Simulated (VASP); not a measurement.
SiO2:

```
Si O
1.0
     4.98200    0.00000    0.00000
     0.00000    4.98200    0.00000
     0.00000    0.00000    6.96300
Si O
4 8
Direct
  0.79897 0.20103 0.75000
  0.70103 0.70103 0.50000
  0.20103 0.79897 0.25000
  0.29897 0.29897 0.00000
  0.10347 0.23989 0.82187
  0.26011 0.60347 0.07187
  0.89653 0.76011 0.32187
  0.73989 0.39653 0.57187
  0.60347 0.26011 0.92813
  0.76011 0.89653 0.67813
  0.39653 0.73989 0.42813
  0.23989 0.10347 0.17813
```

```yaml
Program: VASP 6.6.1
Task: relaxation of cell and atoms
Functional: revPBE
Dispersion: D3(BJ)
Potentials_or_basis: VASP PAW PBE potentials, release 64 (Si, O)
Cutoff: 600 eV
k_mesh: 6 × 6 × 4
Occupations: fermi-dirac, width 0.05 eV
Spin: no spin polarisation
```

At the start: pressure 5.1 GPa; volume 14.40 Å³/atom.

**Question.** Where does the relaxation end?

**Answer.** Over 52 steps the energy falls by 19.3 meV/atom and the volume is 13.14 Å³/atom (-8.8 %); space group P4_12_12 (No. 92, to 0.1 Å) before and after.

The path:
| step | energy change (eV) | largest force (eV/Å) | pressure (GPa) | volume (Å³) |
| --- | --- | --- | --- | --- |
| 1 | 0.0000 | 0.4858 | 5.07 | 172.82 |
| 3 | -0.0901 | 0.1854 | -0.11 | 177.44 |
| 5 | -0.0847 | 0.4212 | -0.69 | 177.69 |
| 7 | -0.0989 | 0.0969 | -0.32 | 177.07 |
| 9 | -0.1349 | 0.1853 | -0.66 | 173.36 |
| 11 | -0.1467 | 0.3035 | -1.11 | 170.12 |
| 13 | -0.1610 | 0.1862 | -0.08 | 167.74 |
| 15 | -0.1646 | 0.2861 | 0.80 | 165.80 |
| 17 | -0.1836 | 0.2655 | 1.22 | 162.94 |
| 19 | -0.1916 | 0.2806 | 1.06 | 161.57 |
| 21 | -0.1908 | 0.2452 | -1.67 | 157.79 |
| 23 | -0.2077 | 0.0573 | -0.14 | 159.61 |
| 25 | -0.2122 | 0.1648 | 0.15 | 159.28 |
| 27 | -0.2208 | 0.0916 | 0.35 | 158.96 |
| 29 | -0.2220 | 0.2001 | 0.46 | 158.79 |
| 31 | -0.2259 | 0.0967 | 0.04 | 158.95 |
| 33 | -0.2267 | 0.0926 | 0.05 | 158.98 |
| 35 | -0.2300 | 0.0160 | -0.15 | 159.29 |
| 37 | -0.2301 | 0.0155 | -0.03 | 159.18 |
| 39 | -0.2302 | 0.0221 | 0.07 | 159.03 |
| 41 | -0.2303 | 0.0161 | 0.04 | 158.94 |
| 43 | -0.2305 | 0.0312 | -0.13 | 158.56 |
| 45 | -0.2306 | 0.0212 | -0.05 | 158.56 |
| 47 | -0.2307 | 0.0192 | 0.27 | 157.62 |
| 49 | -0.2308 | 0.0151 | 0.09 | 157.98 |
| 51 | -0.2310 | 0.0147 | -0.04 | 157.74 |
| 52 | -0.2310 | 0.0086 | -0.01 | 157.66 |

Final structure:
```yaml
crystal:
  lattice:
    - [4.86945, 0.00000, 0.00000]
    - [0.00000, 4.86945, 0.00000]
    - [0.00000, 0.00000, 6.64908]
  atoms:
    - { symbol: Si, position: [0.81871, 0.18129, 0.75000] }
    - { symbol: Si, position: [0.68129, 0.68129, 0.50000] }
    - { symbol: Si, position: [0.18129, 0.81871, 0.25000] }
    - { symbol: Si, position: [0.31871, 0.31871, 0.00000] }
    - { symbol: O, position: [0.14167, 0.23115, 0.80185] }
    - { symbol: O, position: [0.26885, 0.64167, 0.05185] }
    - { symbol: O, position: [0.85833, 0.76885, 0.30185] }
    - { symbol: O, position: [0.73115, 0.35833, 0.55185] }
    - { symbol: O, position: [0.64167, 0.26885, 0.94815] }
    - { symbol: O, position: [0.76885, 0.85833, 0.69815] }
    - { symbol: O, position: [0.35833, 0.73115, 0.44815] }
    - { symbol: O, position: [0.23115, 0.14167, 0.19815] }
```

Caveat: the PAW data sets were made with another functional, which shifts forces and pressure a little.
